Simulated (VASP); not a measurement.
# Mg (Fm-3m) in VASP: notebook

Runs on Mg. Level: r2SCAN. Tasks: single point, relaxation of cell and atoms.

Program: VASP 6.6.1. These are calculated values, not measurements. Logs are shortened: lines on timing, memory, paths and dates and some standing lists are left out, and cuts for length are marked.

**1. The cell of the first run**

Symmetry: Fm-3m, No. 225, cubic system. The conventional cell has a = 4.497 Å, b = 4.497 Å, c = 4.497 Å, α = 90.00°, β = 90.00°, γ = 90.00°. Mg (site symmetry m-3m) has 12 Mg at 3.18 Å within 4.2 Å.

This isn't the form of Mg at room conditions, which is hcp.

**2. Single point, r2SCAN**

The input, POSCAR:

```
Mg
1.0
    0.0000000000      2.2486212422      2.2486212422
    2.2486212422      0.0000000000      2.2486212422
    2.2486212422      2.2486212422      0.0000000000
Mg
1
Direct
    0.0000000000      0.0000000000      0.0000000000
```

The input, INCAR.step1:

```
SYSTEM = Mg
ALGO = Normal
EDIFF = 1E-5
ENCUT = 660
GGA = PE
GGA_COMPAT = .FALSE.
ISMEAR = 0
LASPH = .TRUE.
LCHARG = .FALSE.
LREAL = .FALSE.
LWAVE = .TRUE.
NBANDS = 7
NELM = 120
PREC = Accurate
SIGMA = 0.05
```

The input, INCAR.step2:

```
SYSTEM = Mg
ALGO = Normal
EDIFF = 1E-6
ENCUT = 660
GGA_COMPAT = .FALSE.
ISIF = 2
ISMEAR = 0
ISTART = 1
LASPH = .TRUE.
LCHARG = .FALSE.
LMIXTAU = .TRUE.
LREAL = .FALSE.
LWAVE = .FALSE.
METAGGA = R2SCAN
NBANDS = 7
NELM = 120
PREC = Accurate
SIGMA = 0.05
```

The input, KPOINTS:

```
k-points
0
G
  8 8 8
  0 0 0
```

Potentials or basis: VASP PAW PBE potentials, release 64 (Mg).

On the command line:

```
> cat potpaw_PBE.64/Mg/POTCAR > POTCAR
> cp INCAR.step1 INCAR
> mpirun -np 1 vasp_std > vasp.out
> cp INCAR.step2 INCAR
> mpirun -np 1 vasp_std > vasp.out
```

OUTCAR:

```text
SYSTEM = Mg
   EDIFF = 1E-6
   ENCUT = 660
   ISIF = 2
   ISMEAR = 0
   ISTART = 1
   LASPH = .TRUE.
   LREAL = .FALSE.
   METAGGA = R2SCAN
   NELM = 120
   PREC = Accurate

 ion  position               nearest neighbor table
   1  0.000  0.000  0.000-

  LATTYP: Found a face centered cubic cell.
 ALAT       =     4.4972424844

  Lattice vectors:

 A1 = (   0.0000000000,   2.2486212422,   2.2486212422)
 A2 = (   2.2486212422,   0.0000000000,   2.2486212422)
 A3 = (   2.2486212422,   2.2486212422,   0.0000000000)

Analysis of symmetry for initial positions (statically):
=====================================================================
 Subroutine PRICEL returns:
 Original cell was already a primitive cell.

 Routine SETGRP: Setting up the symmetry group for a
 face centered cubic supercell.

 Subroutine GETGRP returns: Found 48 space group operations
 (whereof 48 operations were pure point group operations)
 out of a pool of 48 trial point group operations.

The static configuration has the point symmetry O_h .

Analysis of symmetry for dynamics (positions and initial velocities):
=====================================================================
 Subroutine PRICEL returns:
 Original cell was already a primitive cell.

 Routine SETGRP: Setting up the symmetry group for a
 face centered cubic supercell.

 Subroutine GETGRP returns: Found 48 space group operations
 (whereof 48 operations were pure point group operations)
 out of a pool of 48 trial point group operations.

The dynamic configuration has the point symmetry O_h .

 Subroutine INISYM returns: Found 48 space group operations
 (whereof 48 operations are pure point group operations),
 and found     1 'primitive' translations

----------------------------------------------------------------------------------------

                                     Primitive cell

  volume of cell :      22.7394

  direct lattice vectors                    reciprocal lattice vectors
     0.000000000  2.248621242  2.248621242    -0.222358479  0.222358479  0.222358479
     2.248621242  0.000000000  2.248621242     0.222358479 -0.222358479  0.222358479
     2.248621242  2.248621242  0.000000000     0.222358479  0.222358479 -0.222358479

  length of vectors
     3.180030657  3.180030657  3.180030657     0.385136184  0.385136184  0.385136184

  position of ions in fractional coordinates (direct lattice)
     0.000000000  0.000000000  0.000000000

  ion indices of the primitive-cell ions
   primitive index   ion index
                 1           1

----------------------------------------------------------------------------------------

 KPOINTS: k-points

Automatic generation of k-mesh.
 Grid dimensions read from file:
 generate k-points for:    8    8    8

 Generating k-lattice:

  Cartesian coordinates                     Fractional coordinates (reciprocal lattice)
    -0.027794810  0.027794810  0.027794810     0.125000000  0.000000000  0.000000000
     0.027794810 -0.027794810  0.027794810     0.000000000  0.125000000  0.000000000
     0.027794810  0.027794810 -0.027794810     0.000000000  0.000000000  0.125000000

  Length of vectors
     0.048142023  0.048142023  0.048142023

  Shift w.r.t. Gamma in fractional coordinates (k-lattice)
     0.000000000  0.000000000  0.000000000

 Subroutine IBZKPT returns following result:
 ===========================================

 Found     29 irreducible k-points:

 Following reciprocal coordinates:
            Coordinates               Weight
  0.000000  0.000000  0.000000      1.000000
  0.125000  0.000000  0.000000      8.000000
  0.250000  0.000000  0.000000      8.000000
  0.375000  0.000000  0.000000      8.000000
  0.500000  0.000000  0.000000      4.000000
  0.125000  0.125000  0.000000      6.000000
[... 16 lines left out ...]
  0.500000  0.250000  0.125000     48.000000
 -0.375000  0.250000  0.125000     24.000000
 [... further k-points ...]
   k-points           NKPTS =     29   k-points in BZ     NKDIM =     29   number of bands    NBANDS=      7
   number of dos      NEDOS =    301   number of ions     NIONS =      1
   total plane-waves  NPLWV =  21952
   dimension x,y,z NGX =    28 NGY =   28 NGZ =   28
   dimension x,y,z NGXF=    56 NGYF=   56 NGZF=   56
   ions per type =               1
   NGX,Y,Z   is equivalent  to a cutoff of  14.64, 14.64, 14.64 a.u.
   NGXF,Y,Z  is equivalent  to a cutoff of  29.28, 29.28, 29.28 a.u.
 SYSTEM =  Mg
   PREC   = accura    normal or accurate (medium, high low for compatibility)
   ISTART =      1    job   : 0-new  1-cont  2-samecut
   ICHARG =      0    charge: 1-file 2-atom 10-const
   ISPIN  =      1    spin polarized calculation?
   LNONCOLLINEAR =      F non collinear calculations
   LSORBIT =      F    spin-orbit coupling
   LASPH  =      T    aspherical Exc in radial PAW
   ENCUT  =  660.0 eV  48.51 Ry    6.96 a.u.   6.66  6.66  6.66*2*pi/ulx,y,z
   NELM   =    120;   NELMIN=  2; NELMDL=  0     # of ELM steps
   EDIFF  = 0.1E-05   stopping-criterion for ELM
   LREAL  =      F    real-space projection
   EDIFFG = 0.1E-04   stopping-criterion for IOM
   NSW    =      0    number of steps for IOM
   IBRION =     -1    ionic relax: 0-MD 1-quasi-New 2-CG
   NFREE  =      0    steps in history (QN), initial steepest desc. (CG)
   ISIF   =      2    stress and relaxation
   ISYM   =      2    0-nonsym 1-usesym 2-fastsym
   POTIM  = 0.5000    time-step for ionic-motion
   TEBEG  =    0.0;   TEEND  =   0.0 temperature during run
   PSTRESS=    0.0 pullay stress
   NELECT =       2.0000    total number of electrons
   NUPDOWN=      -1.0000    fix difference up-down
   EMIN   =  10.00;   EMAX   =-10.00  energy-range for DOS
   EFERMI =   0.00;   METHOD = LEGACY
   ISMEAR =     0;   SIGMA  =   0.05  broadening in eV -4-tet -1-fermi 0-gaus
   EFERMI_NEDOS =   21; number of points for ismear=-14 and -15
   IALGO  =     38    algorithm
   IMIX   =      4    mixing-type and parameters
     AMIX     =   0.40;   BMIX     =  1.00
     AMIX_MAG =   1.60;   BMIX_MAG =  1.00
  volume/ion in A,a.u.               =      22.74       153.45
  Fermi-wavevector in a.u.,A,eV,Ry     =   0.728046  1.375807  7.211771  0.530050
  Thomas-Fermi vector in A             =   1.819421
   LORBIT       =      0    0 simple, 1 ext, 2 COOP (PROOUT), +10 PAW based schemes
   METAGGA = R2SCAN    functional components
   LHFCALC =     F    Hartree Fock is set to
   AEXX    =    0.0000 exact exchange contribution
   IVDW    =     0    specifies the selected vdW correction
   LEPSILON=     F    determine dielectric tensor
   LRPA    =     F    only Hartree local field effects (RPA)
 non-spin polarized calculation
 Gauss-broadening in eV      SIGMA  =   0.05
  energy-cutoff  :      660.00
  volume of cell :       22.74
 maximum number of plane-waves:       893
   NGX = 13   NGY = 13   NGZ = 13

 number of electron       2.0000000 magnetization

 Free energy of the ion-electron system (eV)
  ---------------------------------------------------
  ext. energy  EPLUGINS =         0.00000000
  ---------------------------------------------------
  free energy    TOTEN  =        -4.12777767 eV

  energy without entropy =       -4.12613850  energy(sigma->0) =       -4.12695808

 E-fermi :   2.4144     XC(G=0):  -9.0736

 val. band max:        2.3977149780   @ k =   0.5000   0.5000   0.0000
 cond. band min:       2.4426959853   @ k =   0.5000   0.1250   0.0000
 fundamental gap:      0.0449810073
 Fermi energy:         2.4143865775

 k-point     1 :       0.0000    0.0000    0.0000
  band No.  band energies     occupation
      1      -4.7392      2.00000
      2      15.9352      0.00000
      3      15.9352      0.00000
      4      15.9352      0.00000
      5      18.2384      0.00000
      6      18.2384      0.00000
      7      18.2384      0.00000

 k-point     2 :       0.1250    0.0000    0.0000
  band No.  band energies     occupation
      1      -4.3672      2.00000
      2      12.2625      0.00000
      3      15.3502      0.00000
      4      15.3502      0.00000
      5      17.8521      0.00000
      6      19.4483      0.00000
      7      19.4483      0.00000

 k-point     3 :       0.2500    0.0000    0.0000
  band No.  band energies     occupation
      1      -3.2595      2.00000
      2       8.0111      0.00000
      3      14.7431      0.00000
      4      14.7431      0.00000
      5      17.2467      0.00000
      6      18.2995      0.00000
      7      18.2995      0.00000

 k-point     4 :       0.3750    0.0000    0.0000
  band No.  band energies     occupation
      1      -1.4431      2.00000
      2       4.2676      0.00000
      3      14.6064      0.00000
      4      14.6064      0.00000
      5      16.6099      0.00000
      6      16.6099      0.00000
      7      17.0481      0.00000

 k-point     5 :       0.5000    0.0000    0.0000
  band No.  band energies     occupation
      1       0.7387      2.00000
      2       1.4403      2.00000
      3      14.7541      0.00000
      4      14.7541      0.00000
      5      15.8461      0.00000
      6      15.8461      0.00000
      7      17.1206      0.00000

 k-point     6 :       0.1250    0.1250    0.0000
  band No.  band energies     occupation
      1      -4.2435      2.00000
      2      13.4915      0.00000
      3      13.8949      0.00000
      4      13.8949      0.00000
      5      16.6560      0.00000
      6      18.2660      0.00000
      7      21.1011      0.00000

 k-point     7 :       0.2500    0.1250    0.0000
  band No.  band energies     occupation
      1      -3.3819      2.00000
      2       9.6098      0.00000
      3      12.9922      0.00000
      4      13.8283      0.00000
      5      15.3968      0.00000
      6      17.9692      0.00000
      7      20.9663      0.00000
[... 121 lines left out ...]
 k-point    20 :      -0.3750    0.3750    0.0000
  band No.  band energies     occupation
      1       3.2952      0.00000
      2       3.5560      0.00000
      3       4.9735      0.00000
      4      11.0381      0.00000
      5      12.2553      0.00000
      6      19.1248      0.00000
      7      24.4740      0.00000

 k-point    21 :       0.5000    0.5000    0.0000
  band No.  band energies     occupation
      1       2.3977      1.36275
      2       3.5787      0.00000
      3       9.1437      0.00000
      4      10.2025      0.00000
      5      10.2025      0.00000
      6      13.5679      0.00000
      7      28.0789      0.00000

 k-point    22 :       0.3750    0.2500    0.1250
  band No.  band energies     occupation
      1      -2.2854      2.00000
      2       8.2663      0.00000
      3       9.7381      0.00000
      4      12.8526      0.00000
      5      15.5709      0.00000
      6      17.8438      0.00000
      7      20.0632      0.00000

 k-point    23 :       0.5000    0.2500    0.1250
  band No.  band energies     occupation
      1      -0.4890      2.00000
      2       5.1112      0.00000
      3       8.9879      0.00000
      4      11.1008      0.00000
      5      16.3163      0.00000
      6      18.2326      0.00000
      7      20.2969      0.00000

 k-point    24 :      -0.3750    0.2500    0.1250
  band No.  band energies     occupation
      1       1.6556      2.00000
      2       2.3667      1.82304
      3       9.0773      0.00000
      4      10.3076      0.00000
      5      16.9648      0.00000
      6      17.0614      0.00000
      7      23.4520      0.00000

 [... further k-points ...]

------------------------ aborting loop because EDIFF is reached ----------------------------------------

  FORCE on cell =-STRESS in cart. coord.  units (eV):
  Direction    XX          YY          ZZ          XY          YZ          ZX
  --------------------------------------------------------------------------------------
  -------------------------------------------------------------------------------------
  Total       -0.0359895     -0.0359895     -0.0359895      0.0000000      0.0000000      0.0000000
  in kB       -2.5357594     -2.5357594     -2.5357594      0.0000000      0.0000000      0.0000000
  external PRESSURE =      -2.5357594 kB  Pullay stress =       0.0000000 kB

 VOLUME and BASIS-vectors are now :
 -----------------------------------------------------------------------------
  energy-cutoff  :      660.00
  volume of cell :       22.74
      direct lattice vectors                 reciprocal lattice vectors
     0.000000000  2.248621242  2.248621242    -0.222358479  0.222358479  0.222358479
     2.248621242  0.000000000  2.248621242     0.222358479 -0.222358479  0.222358479
     2.248621242  2.248621242  0.000000000     0.222358479  0.222358479 -0.222358479

 POSITION                                       TOTAL-FORCE (eV/Angst)
 -----------------------------------------------------------------------------------
      0.00000      0.00000      0.00000         0.000000     -0.000000      0.000000
 -----------------------------------------------------------------------------------
    total drift:                               -0.000000     -0.000000     -0.000000

  FREE ENERGIE OF THE ION-ELECTRON SYSTEM (eV)
  ---------------------------------------------------
  free  energy   TOTEN  =        -4.1277776667 eV

  energy  without entropy=       -4.1261384997  energy(sigma->0) =       -4.12695808
```

Run time: 14 s. Hardware: 1 thread of Intel Xeon 6975P-C (Granite Rapids), shared host; peak memory 0.16 GiB.

Results:

```yaml
Free_energy: -4.1278 eV
Pressure: -0.3 GPa
Band_gap_on_the_k_mesh: zero (bands 1 and 2 overlap by 2.75 eV)
```

Levels at points of the mesh, in eV from the Fermi level:
```tsv
k point	band 1	band 2	band 3	band 4
(0.00, 0.00, 0.00)	-7.15	13.52	13.52	13.52
(0.50, 0.00, 0.00)	-1.68	-0.97	12.34	12.34
(0.50, 0.50, 0.00)	-0.02	1.16	6.73	7.79
```

Caveat: the PAW data sets were made with another functional, which shifts forces and pressure a little.

**3. Relaxation of cell and atoms, r2SCAN**

This run uses another cell than the first one, of 23.24 Å³/atom.

The input, POSCAR:

```
Mg
1.0
    0.0000000000      2.2650000000      2.2650000000
    2.2650000000      0.0000000000      2.2650000000
    2.2650000000      2.2650000000      0.0000000000
Mg
1
Direct
    0.0000000000      0.0000000000      0.0000000000
```

The input, INCAR.step1:

```
  PREC = Accurate
  ENCUT = 660
  ISMEAR = 0
  SIGMA = 0.05
  LREAL = F
  LASPH = T
  NELM = 120
  GGA = PE
  ALGO = Normal
  EDIFF = 1E-5
  LWAVE = T
  LCHARG = F
  GGA_COMPAT = F
  IBRION = 2
  ISIF = 3
  EDIFFG = -0.005
  NELMIN = 4
  NSW = 100
```

The input, INCAR.step2:

```
  PREC = Accurate
  ENCUT = 660
  EDIFF = 1E-7
  ISMEAR = 0
  SIGMA = 0.05
  LREAL = F
  LASPH = T
  NELM = 120
  ALGO = Normal
  ISIF = 3
  LWAVE = F
  LCHARG = F
  METAGGA = R2SCAN
  LMIXTAU = T
  IBRION = 2
  NSW = 80
  EDIFFG = -0.02
  ISTART = 1
  GGA_COMPAT = F
  NELMIN = 4
```

The input, KPOINTS:

```
regular mesh
0
Gamma
  8 8 8
```

Potentials or basis: VASP PAW PBE potentials, release 64 (Mg).

On the command line:

```
> cat potpaw_PBE.64/Mg/POTCAR > POTCAR
> cp INCAR.step1 INCAR
> mpirun -np 1 vasp_std > vasp.out
> cp INCAR.step2 INCAR
> mpirun -np 1 vasp_std > vasp.out
```

It took 27 s on 1 thread of Intel Xeon 6975P-C (Granite Rapids), shared host; peak memory 0.16 GiB.

It converged, with:

* Free energy: -4.1279 eV
* Relaxed volume: 22.60 Å³/atom
* Relaxed cell: a = 3.174 Å, b = 3.174 Å, c = 3.174 Å, α = 60.00°, β = 60.00°, γ = 60.00°
* Space group after relaxing (to 0.1 Å): Fm-3m (No. 225)
* Energy gained by relaxing: 2.2 meV/atom
* Ionic steps: 3
* Pressure after relaxing: 0.0 GPa
* Band gap on the k mesh: zero (bands 1 and 2 overlap by 2.76 eV)

Step by step:
| step | energy change (eV) | largest force (eV/Å) | pressure (GPa) | volume (Å³) |
| --- | --- | --- | --- | --- |
| 1 | 0.0000 | 0.0000 | -1.04 | 23.24 |
| 2 | -0.0021 | 0.0000 | -0.24 | 22.73 |
| 3 | -0.0022 | 0.0000 | -0.01 | 22.60 |

Final structure:
```
CELL_PARAMETERS angstrom
0.00000 2.24401 2.24401
2.24401 0.00000 2.24401
2.24401 2.24401 0.00000
ATOMIC_POSITIONS crystal
Mg 0.00000 0.00000 0.00000
```

Levels at points of the mesh, in eV from the Fermi level:
| k point | band 1 | band 2 | band 3 | band 4 |
| --- | --- | --- | --- | --- |
| (0.00, 0.00, 0.00) | -7.18 | 13.56 | 13.56 | 13.56 |
| (0.50, 0.00, 0.00) | -1.69 | -0.98 | 12.37 | 12.37 |
| (0.50, 0.50, 0.00) | -0.02 | 1.17 | 6.74 | 7.82 |

Caveat: the PAW data sets were made with another functional, which shifts forces and pressure a little.
